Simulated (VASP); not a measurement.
Au:

```
Au
1.0
     0.00000    2.03500    2.03500
     2.03500    0.00000    2.03500
     2.03500    2.03500    0.00000
Au
1
Direct
  0.00000 0.00000 0.00000
```

| Property | Result |
| --- | --- |
| Program | VASP 6.6.1 |
| Task | relaxation of cell and atoms |
| Functional | PBE |
| Dispersion | D3(BJ) |
| Potentials or basis | VASP PAW PBE potentials, release 64 (Au) |
| Cutoff | 600 eV |
| k mesh | 18 × 18 × 18 |
| Occupations | gaussian, width 0.1 eV |
| Spin | no spin polarisation |

At the start: pressure 4.1 GPa; volume 16.85 Å³/atom.

Problem. How do energy, volume and symmetry change on relaxing?

Solution. Over 6 steps the energy falls by 4.8 meV/atom and the volume is 17.24 Å³/atom (+2.3 %); space group Fm-3m (No. 225, to 0.05 Å).

The path:
```csv
step,energy change (eV),largest force (eV/Å),pressure (GPa),volume (Å³)
1,0.0000,0.0000,4.15,16.85
2,0.0083,0.0000,-5.91,17.94
3,-0.0048,0.0000,-0.19,17.25
4,-0.0048,0.0000,0.12,17.24
5,-0.0048,0.0000,0.06,17.24
6,-0.0048,0.0000,0.04,17.24
```

Final structure:
```
CELL_PARAMETERS angstrom
0.00000 2.05058 2.05058
2.05058 0.00000 2.05058
2.05058 2.05058 0.00000
ATOMIC_POSITIONS crystal
Au 0.00000 0.00000 0.00000
```

Caveat: pairwise dispersion overbinds metals, which lowers pressure and volume.
